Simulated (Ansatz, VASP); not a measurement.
Sb in VASP and in Ansatz

Contents of POSCAR:

```
Sb
1.0
    3.3545324186      0.0000000000      0.0000000000
   -1.6772662093      2.9051102923      0.0000000000
    0.0000000000      0.0000000000      5.4701606500
Sb
2
Direct
    0.6666666667      0.3333333333      0.7500000000
    0.3333333333      0.6666666667      0.2500000000
```

INCAR.step1

```
SYSTEM = Sb
  PREC = Accurate
  ENCUT = 440
  EDIFF = 1E-5
  ISMEAR = -1
  SIGMA = 0.05
  LREAL = .False.
  LASPH = .True.
  NELM = 120
  ALGO = Normal
  ISIF = 2
  LWAVE = .True.
  GGA = PE
  NBANDS = 22
  GGA_COMPAT = .False.
```

INCAR.step2

```
SYSTEM = Sb
  PREC = Accurate
  ENCUT = 440
  EDIFF = 1E-6
  ISMEAR = -1
  SIGMA = 0.05
  LREAL = .False.
  LASPH = .True.
  NELM = 120
  ALGO = Normal
  ISIF = 2
  LWAVE = .False.
  LCHARG = .True.
  METAGGA = R2SCAN
  LHFCALC = .True.
  AEXX = 0.5
  LMIXTAU = .True.
  PRECFOCK = Normal
  LELF = .True.
  LVHAR = .True.
  ISTART = 1
  NBANDS = 22
  GGA_COMPAT = .False.
```

KPOINTS

```
Automatic mesh
0
Gamma
  5 5 3
  0 0 0
```

File input.yaml:

```yaml
crystal:
  lattice:
    - [3.3545324186, 0.0, 0.0]
    - [-1.6772662093, 2.9051102923, 0.0]
    - [0.0, 0.0, 5.47016065]
  atoms:
    - { symbol: Sb, position: [0.6666666667, 0.3333333333, 0.75] }
    - { symbol: Sb, position: [0.3333333333, 0.6666666667, 0.25] }
hamiltonian:
  xc: { exchange: r2scan, correlation: r2scan, exx: { coeff: 0.5 } }
  pseudopotentials: { kind: paw }
kpoints:
  mp_grid: { grid: [5, 5, 3] }
scf:
  occupations: { method: fermi_dirac, width: 0.05 }
output:
  forces: true
  stress: true
  eigenvalues: true
  write_density: true
  write_potential: true
  elf: true
  volumetric_format: npy
```

Alike in both runs: task single point; functional r2SCAN-based global hybrid with a share of 0.5 of exact exchange; k mesh 5 × 5 × 3; occupations fermi-dirac, width 0.05 eV; no spin polarisation.

|  | VASP | Ansatz |
| --- | --- | --- |
| version | VASP 6.6.1 | Ansatz 0.2.0 |
| potentials or method | VASP PAW PBE potentials, release 64 (Sb_d_GW) | Ansatz PAW |
| plane-wave cutoff (eV) | 440 | 500 |
| valence electrons in the cell | 30 | 30 |

|  | VASP | Ansatz | Ansatz less VASP |
| --- | --- | --- | --- |
| gap on the k mesh at the Fermi level (eV) | none | none | - |
| pressure (GPa) | -4.6 | -4.3 | +0.31 |
| traceless stress, the component that is largest in VASP (GPa) | 4.19 | 4.24 | +0.057 |

VASP's potentials were made for PBE, not for r2SCAN-based global hybrid. A gap of «none» marks a metal or a gap that the smearing closes.

The k mesh is coarse, so the values compare programs but aren't converged. Spin-orbit coupling is off throughout.
